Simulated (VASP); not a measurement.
# Cd (P6_3/mmc) in VASP: notebook

Cd is run at these levels: LDA; tasks: single point.

All numbers are computed with VASP 6.6.1; they aren't measurements. Logs are shortened: lines on timing, memory, paths and dates and some standing lists are left out, and cuts for length are marked.

### 1 The cell of the first run

The structure is hexagonal, space group P6_3/mmc (No. 194). Conventional cell: a = 2.979 Å, b = 2.979 Å, c = 5.618 Å, α = 90.00°, β = 90.00°, γ = 120.00°. Within 3.9 Å of Cd (site symmetry -6m2) lie 12 Cd at 2.98 to 3.29 Å.

### 2 Single point, LDA

INCAR

```
  PREC = Accurate
  ENCUT = 520
  EDIFF = 1E-6
  ISMEAR = -1
  SIGMA = 0.05
  LREAL = False
  LASPH = True
  NELM = 60
  ALGO = Normal
  ISIF = 2
  LWAVE = False
  LCHARG = False
  NBANDS = 19
```

KPOINTS

```
Automatic mesh
0
Gamma
  10 10 5
```

POSCAR

```
Cd
1.0
    2.9788700000      0.0000000000      0.0000000000
   -1.4894350000      2.5797770946      0.0000000000
    0.0000000000      0.0000000000      5.6176500000
Cd
2
Direct
    0.6666666667      0.3333333333      0.7500000000
    0.3333333333      0.6666666667      0.2500000000
```

Potentials or basis: VASP PAW LDA potentials, release 64 (Cd).

Started as:

```
$ cat potpaw_LDA.64/Cd/POTCAR > POTCAR
$ mpirun -np 1 vasp_std > vasp.out
```

OUTCAR:

```text
PREC = Accurate
   ENCUT = 520
   EDIFF = 1E-6
   ISMEAR = -1
   LREAL = False
   LASPH = True
   NELM = 60
   ISIF = 2

 ion  position               nearest neighbor table
   1  0.667  0.333  0.750-   2 3.29   2 3.29   2 3.29   2 3.29   2 3.29   2 3.29
   2  0.333  0.667  0.250-   1 3.29   1 3.29   1 3.29   1 3.29   1 3.29   1 3.29

  LATTYP: Found a hexagonal cell.
 ALAT       =     2.9788700000
 C/A-ratio  =     1.8858325472

  Lattice vectors:

 A1 = (   2.9788700000,   0.0000000000,   0.0000000000)
 A2 = (  -1.4894350000,   2.5797770946,   0.0000000000)
 A3 = (   0.0000000000,   0.0000000000,   5.6176500000)

Analysis of symmetry for initial positions (statically):
=====================================================================
 Subroutine PRICEL returns:
 Original cell was already a primitive cell.

 Routine SETGRP: Setting up the symmetry group for a
 hexagonal supercell.

 Subroutine GETGRP returns: Found 24 space group operations
 (whereof 12 operations were pure point group operations)
 out of a pool of 24 trial point group operations.

The static configuration has the point symmetry D_3d.
 The point group associated with its full space group is D_6h.

Analysis of symmetry for dynamics (positions and initial velocities):
=====================================================================
 Subroutine PRICEL returns:
 Original cell was already a primitive cell.

 Routine SETGRP: Setting up the symmetry group for a
 hexagonal supercell.

 Subroutine GETGRP returns: Found 24 space group operations
 (whereof 12 operations were pure point group operations)
 out of a pool of 24 trial point group operations.

The dynamic configuration has the point symmetry D_3d.
 The point group associated with its full space group is D_6h.

 Subroutine INISYM returns: Found 24 space group operations
 (whereof 12 operations are pure point group operations),
 and found     1 'primitive' translations

----------------------------------------------------------------------------------------

                                     Primitive cell

  volume of cell :      43.1706

  direct lattice vectors                    reciprocal lattice vectors
     2.978870000  0.000000000  0.000000000     0.335697765  0.193815195  0.000000000
    -1.489435000  2.579777095  0.000000000     0.000000000  0.387630389  0.000000000
     0.000000000  0.000000000  5.617650000     0.000000000  0.000000000  0.178010378

  length of vectors
     2.978870000  2.978870000  5.617650000     0.387630390  0.387630389  0.178010378

  position of ions in fractional coordinates (direct lattice)
     0.666666667  0.333333333  0.750000000
     0.333333333  0.666666667  0.250000000

  ion indices of the primitive-cell ions
   primitive index   ion index
                 1           1
                 2           2

----------------------------------------------------------------------------------------

 KPOINTS: Automatic mesh

Automatic generation of k-mesh.
 Grid dimensions read from file:
 generate k-points for:   10   10    5

 Generating k-lattice:

  Cartesian coordinates                     Fractional coordinates (reciprocal lattice)
     0.033569776  0.019381519  0.000000000     0.100000000  0.000000000  0.000000000
     0.000000000  0.038763039  0.000000000     0.000000000  0.100000000  0.000000000
     0.000000000  0.000000000  0.035602076     0.000000000  0.000000000  0.200000000

  Length of vectors
     0.038763039  0.038763039  0.035602076

  Shift w.r.t. Gamma in fractional coordinates (k-lattice)
     0.000000000  0.000000000  0.000000000

 Subroutine IBZKPT returns following result:
 ===========================================

 Found     42 irreducible k-points:

 Following reciprocal coordinates:
            Coordinates               Weight
  0.000000  0.000000  0.000000      1.000000
  0.100000  0.000000  0.000000      6.000000
  0.200000  0.000000  0.000000      6.000000
  0.300000  0.000000  0.000000      6.000000
  0.400000 -0.000000  0.000000      6.000000
  0.500000  0.000000  0.000000      3.000000
[... 16 lines left out ...]
  0.300000  0.100000  0.200000     24.000000
  0.400000  0.100000  0.200000     24.000000
 [... further k-points ...]
   k-points           NKPTS =     42   k-points in BZ     NKDIM =     42   number of bands    NBANDS=     19
   number of dos      NEDOS =    301   number of ions     NIONS =      2
   total plane-waves  NPLWV =  24192
   dimension x,y,z NGX =    24 NGY =   24 NGZ =   42
   dimension x,y,z NGXF=    48 NGYF=   48 NGZF=   84
   ions per type =               2
   NGX,Y,Z   is equivalent  to a cutoff of  13.39, 13.39, 12.43 a.u.
   NGXF,Y,Z  is equivalent  to a cutoff of  26.79, 26.79, 24.86 a.u.
 SYSTEM =  unknown system
   PREC   = accura    normal or accurate (medium, high low for compatibility)
   ISTART =      0    job   : 0-new  1-cont  2-samecut
   ICHARG =      2    charge: 1-file 2-atom 10-const
   ISPIN  =      1    spin polarized calculation?
   LNONCOLLINEAR =      F non collinear calculations
   LSORBIT =      F    spin-orbit coupling
   LASPH  =      T    aspherical Exc in radial PAW
   ENCUT  =  520.0 eV  38.22 Ry    6.18 a.u.   5.54  5.54 10.45*2*pi/ulx,y,z
   NELM   =     60;   NELMIN=  2; NELMDL= -5     # of ELM steps
   EDIFF  = 0.1E-05   stopping-criterion for ELM
   LREAL  =      F    real-space projection
   EDIFFG = 0.1E-04   stopping-criterion for IOM
   NSW    =      0    number of steps for IOM
   IBRION =     -1    ionic relax: 0-MD 1-quasi-New 2-CG
   NFREE  =      0    steps in history (QN), initial steepest desc. (CG)
   ISIF   =      2    stress and relaxation
   ISYM   =      2    0-nonsym 1-usesym 2-fastsym
   POTIM  = 0.5000    time-step for ionic-motion
   TEBEG  =    0.0;   TEEND  =   0.0 temperature during run
   PSTRESS=    0.0 pullay stress
   NELECT =      24.0000    total number of electrons
   NUPDOWN=      -1.0000    fix difference up-down
   EMIN   =  10.00;   EMAX   =-10.00  energy-range for DOS
   EFERMI =   0.00;   METHOD = LEGACY
   ISMEAR =    -1;   SIGMA  =   0.05  broadening in eV -4-tet -1-fermi 0-gaus
   EFERMI_NEDOS =   21; number of points for ismear=-14 and -15
   IALGO  =     38    algorithm
   IMIX   =      4    mixing-type and parameters
     AMIX     =   0.40;   BMIX     =  1.00
     AMIX_MAG =   1.60;   BMIX_MAG =  1.00
  volume/ion in A,a.u.               =      21.59       145.66
  Fermi-wavevector in a.u.,A,eV,Ry     =   1.346116  2.543790 24.654136  1.812028
  Thomas-Fermi vector in A             =   2.473974
   LORBIT       =      0    0 simple, 1 ext, 2 COOP (PROOUT), +10 PAW based schemes
   GGA     = CA    functional components
   LHFCALC =     F    Hartree Fock is set to
   AEXX    =    0.0000 exact exchange contribution
   IVDW    =     0    specifies the selected vdW correction
   LEPSILON=     F    determine dielectric tensor
   LRPA    =     F    only Hartree local field effects (RPA)
 non-spin polarized calculation
  energy-cutoff  :      520.00
  volume of cell :       43.17
 maximum number of plane-waves:      1185
 NGX is ok and might be reduce to    24
   NGX = 11   NGY = 11   NGZ = 21

 number of electron      23.9999993 magnetization

 Free energy of the ion-electron system (eV)
  ---------------------------------------------------
  ext. energy  EPLUGINS =         0.00000000
  ---------------------------------------------------
  free energy    TOTEN  =        -3.01955848 eV

  energy without entropy =       -3.01747497  energy(sigma->0) =       -3.01851673

 E-fermi :   2.5920     XC(G=0): -11.3703

 val. band max:        2.3849794050   @ k =   0.3000   0.2000   0.2000
 cond. band min:       2.6243657035   @ k =   0.3000   0.0000   0.0000
 fundamental gap:      0.2393862985
 Fermi energy:         2.5920420275

 k-point     1 :       0.0000    0.0000    0.0000
  band No.  band energies     occupation
      1      -7.1257      2.00000
      2      -6.8574      2.00000
      3      -6.4762      2.00000
      4      -6.4762      2.00000
      5      -6.4245      2.00000
      6      -6.4245      2.00000
[... 11 lines left out ...]
     18      17.6626      0.00000
     19      18.5238      0.00000

 k-point     2 :       0.1000    0.0000    0.0000
  band No.  band energies     occupation
      1      -7.0259      2.00000
      2      -6.7667      2.00000
      3      -6.5123      2.00000
      4      -6.4566      2.00000
      5      -6.3835      2.00000
      6      -6.3351      2.00000
[... 11 lines left out ...]
     18      17.5706      0.00000
     19      18.8420      0.00000

 k-point     3 :       0.2000    0.0000    0.0000
  band No.  band energies     occupation
      1      -6.9287      2.00000
      2      -6.6866      2.00000
      3      -6.5674      2.00000
      4      -6.3629      2.00000
      5      -6.2765      2.00000
      6      -6.1330      2.00000
[... 11 lines left out ...]
     18      15.9464      0.00000
     19      16.2838      0.00000

 k-point     4 :       0.3000    0.0000    0.0000
  band No.  band energies     occupation
      1      -7.0622      2.00000
      2      -6.8544      2.00000
      3      -6.5921      2.00000
      4      -6.3534      2.00000
      5      -6.2270      2.00000
      6      -6.1401      2.00000
[... 11 lines left out ...]
     18      15.8504      0.00000
     19      16.3866      0.00000

 k-point     5 :       0.4000   -0.0000    0.0000
  band No.  band energies     occupation
      1      -7.2053      2.00000
      2      -7.0042      2.00000
      3      -6.8180      2.00000
      4      -6.3627      2.00000
      5      -6.2052      2.00000
      6      -6.1896      2.00000
[... 11 lines left out ...]
     18      15.6050      0.00000
     19      15.8686      0.00000
[... 334 lines left out ...]
      2      -6.6859      2.00000
      3      -6.5614      2.00000
      4      -6.5249      2.00000
      5      -6.2714      2.00000
      6      -6.1983      2.00000
[... 11 lines left out ...]
     18      15.7205      0.00000
     19      18.5212      0.00000

 k-point    22 :       0.2000    0.1000    0.2000
  band No.  band energies     occupation
      1      -6.8606      2.00000
      2      -6.6937      2.00000
      3      -6.5761      2.00000
      4      -6.4566      2.00000
      5      -6.3572      2.00000
      6      -6.2041      2.00000
[... 11 lines left out ...]
     18      14.3110      0.00000
     19      16.3401      0.00000

 k-point    23 :       0.3000    0.1000    0.2000
  band No.  band energies     occupation
      1      -7.0177      2.00000
      2      -6.8687      2.00000
      3      -6.7200      2.00000
      4      -6.4846      2.00000
      5      -6.2333      2.00000
      6      -6.1194      2.00000
[... 11 lines left out ...]
     18      13.2785      0.00000
     19      15.2836      0.00000

 k-point    24 :       0.4000    0.1000    0.2000
  band No.  band energies     occupation
      1      -7.1192      2.00000
      2      -6.9825      2.00000
      3      -6.8378      2.00000
      4      -6.5351      2.00000
      5      -6.2470      2.00000
      6      -6.0176      2.00000
[... 11 lines left out ...]
     18      12.7030      0.00000
     19      16.0416      0.00000

 [... further k-points ...]
[... 5 lines left out ...]
  --------------------------------------------------------------------------------------
  -------------------------------------------------------------------------------------
  Total       -1.1030158     -1.1030158     -1.0034681      0.0000000      0.0000000      0.0000000
  in kB      -40.9358594    -40.9358594    -37.2413786      0.0000000      0.0000000      0.0000000
  external PRESSURE =     -39.7043658 kB  Pullay stress =       0.0000000 kB

 VOLUME and BASIS-vectors are now :
 -----------------------------------------------------------------------------
  energy-cutoff  :      520.00
  volume of cell :       43.17
      direct lattice vectors                 reciprocal lattice vectors
     2.978870000  0.000000000  0.000000000     0.335697765  0.193815195  0.000000000
    -1.489435000  2.579777095  0.000000000     0.000000000  0.387630389  0.000000000
     0.000000000  0.000000000  5.617650000     0.000000000  0.000000000  0.178010378

 POSITION                                       TOTAL-FORCE (eV/Angst)
 -----------------------------------------------------------------------------------
      1.48944      0.85993      4.21324         0.000000     -0.000000     -0.000000
     -0.00000      1.71985      1.40441        -0.000000      0.000000      0.000000
 -----------------------------------------------------------------------------------
    total drift:                               -0.000000      0.000000      0.000000

  FREE ENERGIE OF THE ION-ELECTRON SYSTEM (eV)
  ---------------------------------------------------
  free  energy   TOTEN  =        -3.0195584822 eV

  energy  without entropy=       -3.0174749683  energy(sigma->0) =       -3.01851673
```

Run time: 14 s. Hardware: 1 thread of AMD EPYC 9R14 (Zen 4), shared host; peak memory 0.12 GiB.

What came out:

```
Free energy            : -3.0196 eV
Pressure               : -4.0 GPa
Band gap on the k mesh : zero (band 12 reaches 3.73 eV, above the bottom of band 13 at -0.31 eV)
```

Levels at points of the mesh, in eV from the Fermi level:
| k point | band 8 | band 9 | band 10 | band 11 | band 12 | band 13 | band 14 | band 15 | band 16 | band 17 |
| --- | --- | --- | --- | --- | --- | --- | --- | --- | --- | --- |
| (0.00, 0.00, 0.00) | -8.54 | -8.54 | -8.28 | -8.28 | -2.94 | -2.90 | 10.64 | 14.69 | 14.89 | 14.89 |
| (0.50, 0.00, 0.00) | -8.31 | -8.01 | -7.99 | -2.21 | -1.74 | 2.06 | 3.14 | 3.22 | 5.45 | 8.45 |

[end of part 1 of 2]
